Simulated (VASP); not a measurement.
# GaN (Fm-3m) in VASP: notebook

Runs on GaN. Level: LDA. Tasks: relaxation of cell and atoms.

Program: VASP 6.6.1. These are calculated values, not measurements. Logs are shortened: lines on timing, memory, paths and dates and some standing lists are left out, and cuts for length are marked.

## (1) The cell of the first run

Symmetry: Fm-3m, No. 225, cubic system. The conventional cell has a = 4.270 Å, b = 4.270 Å, c = 4.270 Å, α = 90.00°, β = 90.00°, γ = 90.00°. Ga (site symmetry m-3m) has 6 N at 2.14 Å within 2.8 Å. Within 2.8 Å of N (site symmetry m-3m) lie 6 Ga at 2.14 Å.

## (2) Relaxation of cell and atoms, LDA, target pressure 20 GPa, at which the enthalpy is minimised

Input file INCAR:

```
PREC = Accurate ; ENCUT = 600
EDIFF = 1E-7 ; ISMEAR = 0
SIGMA = 0.01 ; LREAL = F
LASPH = T ; NELM = 120
ALGO = Normal ; ISIF = 3
LWAVE = F ; LCHARG = F
GGA = CA ; IBRION = 2
NSW = 80 ; EDIFFG = -0.01
PSTRESS = 200.0 ; GGA_COMPAT = F
NELMIN = 4
```

Input file KPOINTS:

```
regular mesh
0
Gamma
  8 8 8
```

Input file POSCAR:

```
GaN
1.0
    0.0000000000      2.1352350000      2.1352350000
    2.1352350000      0.0000000000      2.1352350000
    2.1352350000      2.1352350000      0.0000000000
Ga N
1 1
Direct
    0.0000000000      0.0000000000      0.0000000000
    0.5000000000      0.5000000000      0.5000000000
```

Potentials or basis: VASP PAW LDA potentials, release 64 (Ga_d, N).

Launch:

```console
cat potpaw_LDA.64/Ga_d/POTCAR potpaw_LDA.64/N/POTCAR > POTCAR
mpirun -np 1 vasp_std > vasp.out
```

OUTCAR:

```text
PREC = Accurate
   ENCUT = 600
   EDIFF = 1E-7
   ISMEAR = 0
   LREAL = F
   LASPH = T
   NELM = 120
   ISIF = 3
   GGA = CA
   IBRION = 2
   NSW = 80
   EDIFFG = -0.01
   PSTRESS = 200.0
   NELMIN = 4

 ion  position               nearest neighbor table
   1  0.000  0.000  0.000-   2 2.14   2 2.14   2 2.14   2 2.14   2 2.14   2 2.14
   2  0.500  0.500  0.500-   1 2.14   1 2.14   1 2.14   1 2.14   1 2.14   1 2.14

  LATTYP: Found a face centered cubic cell.
 ALAT       =     4.2704700000

  Lattice vectors:

 A1 = (   0.0000000000,   2.1352350000,   2.1352350000)
 A2 = (   2.1352350000,   0.0000000000,   2.1352350000)
 A3 = (   2.1352350000,   2.1352350000,   0.0000000000)

Analysis of symmetry for initial positions (statically):
=====================================================================
 Subroutine PRICEL returns:
 Original cell was already a primitive cell.

 Routine SETGRP: Setting up the symmetry group for a
 face centered cubic supercell.

 Subroutine GETGRP returns: Found 48 space group operations
 (whereof 48 operations were pure point group operations)
 out of a pool of 48 trial point group operations.

The static configuration has the point symmetry O_h .

Analysis of symmetry for dynamics (positions and initial velocities):
=====================================================================
 Subroutine PRICEL returns:
 Original cell was already a primitive cell.

 Routine SETGRP: Setting up the symmetry group for a
 face centered cubic supercell.

 Subroutine GETGRP returns: Found 48 space group operations
 (whereof 48 operations were pure point group operations)
 out of a pool of 48 trial point group operations.

The dynamic configuration has the point symmetry O_h .

 Subroutine INISYM returns: Found 48 space group operations
 (whereof 48 operations are pure point group operations),
 and found     1 'primitive' translations

----------------------------------------------------------------------------------------

                                     Primitive cell

  volume of cell :      19.4700

  direct lattice vectors                    reciprocal lattice vectors
     0.000000000  2.135235000  2.135235000    -0.234166263  0.234166263  0.234166263
     2.135235000  0.000000000  2.135235000     0.234166263 -0.234166263  0.234166263
     2.135235000  2.135235000  0.000000000     0.234166263  0.234166263 -0.234166263

  length of vectors
     3.019678296  3.019678296  3.019678296     0.405587864  0.405587864  0.405587864

  position of ions in fractional coordinates (direct lattice)
     0.000000000  0.000000000  0.000000000
     0.500000000  0.500000000  0.500000000

  ion indices of the primitive-cell ions
   primitive index   ion index
                 1           1
                 2           2

----------------------------------------------------------------------------------------

 KPOINTS: regular mesh

Automatic generation of k-mesh.
 Grid dimensions read from file:
 generate k-points for:    8    8    8

 Generating k-lattice:

  Cartesian coordinates                     Fractional coordinates (reciprocal lattice)
    -0.029270783  0.029270783  0.029270783     0.125000000  0.000000000  0.000000000
     0.029270783 -0.029270783  0.029270783     0.000000000  0.125000000  0.000000000
     0.029270783  0.029270783 -0.029270783     0.000000000  0.000000000  0.125000000

  Length of vectors
     0.050698483  0.050698483  0.050698483

  Shift w.r.t. Gamma in fractional coordinates (k-lattice)
     0.000000000  0.000000000  0.000000000

 Subroutine IBZKPT returns following result:
 ===========================================

 Found     29 irreducible k-points:

 Following reciprocal coordinates:
            Coordinates               Weight
  0.000000  0.000000  0.000000      1.000000
  0.125000  0.000000  0.000000      8.000000
  0.250000  0.000000  0.000000      8.000000
  0.375000  0.000000  0.000000      8.000000
  0.500000  0.000000  0.000000      4.000000
  0.125000  0.125000  0.000000      6.000000
[... 16 lines left out ...]
  0.500000  0.250000  0.125000     48.000000
 -0.375000  0.250000  0.125000     24.000000
 [... further k-points ...]
   k-points           NKPTS =     29   k-points in BZ     NKDIM =     29   number of bands    NBANDS=     13
   number of dos      NEDOS =    301   number of ions     NIONS =      2
   total plane-waves  NPLWV =  13824
   dimension x,y,z NGX =    24 NGY =   24 NGZ =   24
   dimension x,y,z NGXF=    48 NGYF=   48 NGZF=   48
   ions per type =               1   1
   NGX,Y,Z   is equivalent  to a cutoff of  13.21, 13.21, 13.21 a.u.
   NGXF,Y,Z  is equivalent  to a cutoff of  26.43, 26.43, 26.43 a.u.
 SYSTEM =  unknown system
   PREC   = accura    normal or accurate (medium, high low for compatibility)
   ISTART =      0    job   : 0-new  1-cont  2-samecut
   ICHARG =      2    charge: 1-file 2-atom 10-const
   ISPIN  =      1    spin polarized calculation?
   LNONCOLLINEAR =      F non collinear calculations
   LSORBIT =      F    spin-orbit coupling
   LASPH  =      T    aspherical Exc in radial PAW
   ENCUT  =  600.0 eV  44.10 Ry    6.64 a.u.   6.03  6.03  6.03*2*pi/ulx,y,z
   NELM   =    120;   NELMIN=  4; NELMDL= -5     # of ELM steps
   EDIFF  = 0.1E-06   stopping-criterion for ELM
   LREAL  =      F    real-space projection
   EDIFFG = -.1E-01   stopping-criterion for IOM
   NSW    =     80    number of steps for IOM
   IBRION =      2    ionic relax: 0-MD 1-quasi-New 2-CG
   NFREE  =      1    steps in history (QN), initial steepest desc. (CG)
   ISIF   =      3    stress and relaxation
   ISYM   =      2    0-nonsym 1-usesym 2-fastsym
   POTIM  = 0.5000    time-step for ionic-motion
   TEBEG  =    0.0;   TEEND  =   0.0 temperature during run
   PSTRESS=  200.0 pullay stress
   NELECT =      18.0000    total number of electrons
   NUPDOWN=      -1.0000    fix difference up-down
   EMIN   =  10.00;   EMAX   =-10.00  energy-range for DOS
   EFERMI =   0.00;   METHOD = LEGACY
   ISMEAR =     0;   SIGMA  =   0.01  broadening in eV -4-tet -1-fermi 0-gaus
   EFERMI_NEDOS =   21; number of points for ismear=-14 and -15
   IALGO  =     38    algorithm
   IMIX   =      4    mixing-type and parameters
     AMIX     =   0.40;   BMIX     =  1.00
     AMIX_MAG =   1.60;   BMIX_MAG =  1.00
  volume/ion in A,a.u.               =       9.74        65.70
  Fermi-wavevector in a.u.,A,eV,Ry     =   1.594814  3.013761 34.605481  2.543431
  Thomas-Fermi vector in A             =   2.692830
   LORBIT       =      0    0 simple, 1 ext, 2 COOP (PROOUT), +10 PAW based schemes
   GGA     = CA    functional components
   LHFCALC =     F    Hartree Fock is set to
   AEXX    =    0.0000 exact exchange contribution
   IVDW    =     0    specifies the selected vdW correction
   LEPSILON=     F    determine dielectric tensor
   LRPA    =     F    only Hartree local field effects (RPA)
 conjugate gradient relaxation of ions
 non-spin polarized calculation
 Gauss-broadening in eV      SIGMA  =   0.01
  energy-cutoff  :      600.00
  volume of cell :       19.47
 maximum number of plane-waves:       660
   NGX = 13   NGY = 13   NGZ = 13

--------------------------------------- Ionic step        1  -------------------------------------------

 number of electron      18.0000005 magnetization

 Free energy of the ion-electron system (eV)
  ---------------------------------------------------
  ext. energy  EPLUGINS =         0.00000000
  ---------------------------------------------------
  free energy    TOTEN  =       -13.03696041 eV

  energy without entropy =      -13.03696041  energy(sigma->0) =      -13.03696041

------------------------ aborting loop because EDIFF is reached ----------------------------------------

  FORCE on cell =-STRESS in cart. coord.  units (eV):
  Direction    XX          YY          ZZ          XY          YZ          ZX
  --------------------------------------------------------------------------------------
  -------------------------------------------------------------------------------------
  Total       -1.5498308     -1.5498308     -1.5498308     -0.0000000      0.0000000     -0.0000000
  in kB     -127.5345479   -127.5345479   -127.5345479     -0.0000000      0.0000000     -0.0000000
  external PRESSURE =    -327.5345479 kB  Pullay stress =     200.0000000 kB
[... 23 lines left out ...]
  enthalpy is  TOTEN    =       -10.6065117758 eV   P V=        2.4304486389

--------------------------------------- Ionic step        2  -------------------------------------------

 number of electron      18.0000005 magnetization

 E-fermi :  11.6981     XC(G=0): -15.1172

 val. band max:       11.6317466927   @ k =  -0.2500   0.1250   0.0000
 cond. band min:      13.9910033963   @ k =   0.5000   0.5000   0.0000
 fundamental gap:      2.3592567036
 Fermi energy:        11.6980559905

 k-point     1 :       0.0000    0.0000    0.0000
  band No.  band energies     occupation
      1      -8.7402      2.00000
      2      -2.6055      2.00000
      3      -2.6055      2.00000
      4      -2.6055      2.00000
      5      -2.4054      2.00000
      6      -2.4054      2.00000
      7      10.6846      2.00000
      8      10.6846      2.00000
      9      10.6846      2.00000
     10      17.5336      0.00000
     11      27.9968      0.00000
     12      27.9968      0.00000
     13      27.9968      0.00000
[... 555 lines left out ...]
  enthalpy is  TOTEN    =       -10.8716878927 eV   P V=        2.1452666675

--------------------------------------- Ionic step        7  -------------------------------------------

 number of electron      18.0000002 magnetization

 Free energy of the ion-electron system (eV)
  ---------------------------------------------------
  ext. energy  EPLUGINS =         0.00000000
  ---------------------------------------------------
  free energy    TOTEN  =       -13.01222360 eV

  energy without entropy =      -13.01222360  energy(sigma->0) =      -13.01222360

 E-fermi :   9.0119     XC(G=0): -14.0396

 val. band max:        8.9417787127   @ k =  -0.2500   0.1250   0.0000
 cond. band min:      10.0029134776   @ k =   0.5000   0.5000   0.0000
 fundamental gap:      1.0611347649
 Fermi energy:         9.0119456411

 k-point     1 :       0.0000    0.0000    0.0000
  band No.  band energies     occupation
      1      -9.2655      2.00000
      2      -5.1401      2.00000
      3      -5.1401      2.00000
      4      -5.1401      2.00000
      5      -5.0143      2.00000
      6      -5.0143      2.00000
      7       8.3117      2.00000
      8       8.3117      2.00000
      9       8.3117      2.00000
     10      12.4297      0.00000
     11      24.1852      0.00000
     12      24.1852      0.00000
     13      24.1852      0.00000
[... 397 lines left out ...]
  FREE ENERGIE OF THE ION-ELECTRON SYSTEM (eV)
  ---------------------------------------------------
  free  energy   TOTEN  =       -13.0122236038 eV

  energy  without entropy=      -13.0122236038  energy(sigma->0) =      -13.01222360

  enthalpy is  TOTEN    =       -10.8717832488 eV   P V=        2.1404403550

 reached required accuracy - stopping structural energy minimisation
```

Run time: 20 s. Hardware: 1 thread of Intel Xeon Platinum 8488C (Sapphire Rapids), shared host; peak memory 0.14 GiB.

What came out:

```
Free energy                                                : -13.0122 eV
Relaxed volume                                             : 8.57 Å³/atom
Relaxed cell                                               : a = 2.894 Å, b = 2.894 Å, c = 2.894 Å, α = 60.00°, β = 60.00°, γ = 60.00°
Space group after relaxing (to 0.1 Å)                      : Fm-3m (No. 225)
Energy change on relaxing (the run minimises the enthalpy) : +12.4 meV/atom
Ionic steps                                                : 7
Pressure after relaxing                                    : 20.0 GPa
Band gap on the k mesh                                     : 1.06 eV (least direct gap 4.12 eV)
```

The path:
| step | energy change (eV) | largest force (eV/Å) | pressure (GPa) | volume (Å³) |
| --- | --- | --- | --- | --- |
| 1 | 0.0000 | 0.0000 | -12.75 | 19.47 |
| 2 | 1.0036 | 0.0000 | 105.78 | 14.38 |
| 3 | 0.0132 | 0.0000 | 18.07 | 17.24 |
| 4 | 0.0225 | 0.0000 | 19.69 | 17.16 |
| 5 | 0.0281 | 0.0000 | 20.55 | 17.12 |
| 6 | 0.0200 | 0.0000 | 19.16 | 17.19 |
| 7 | 0.0247 | 0.0000 | 20.02 | 17.15 |

Final structure:
```
Ga N
1.0
     0.00000    2.04669    2.04669
     2.04669    0.00000    2.04669
     2.04669    2.04669    0.00000
Ga N
1 1
Direct
  0.00000 0.00000 0.00000
  0.50000 0.50000 0.50000
```

Caveat: the cell is relaxed towards a set pressure, so the run minimises the enthalpy, not the energy. A k mesh can miss the band edges.

[end of part 1 of 3]
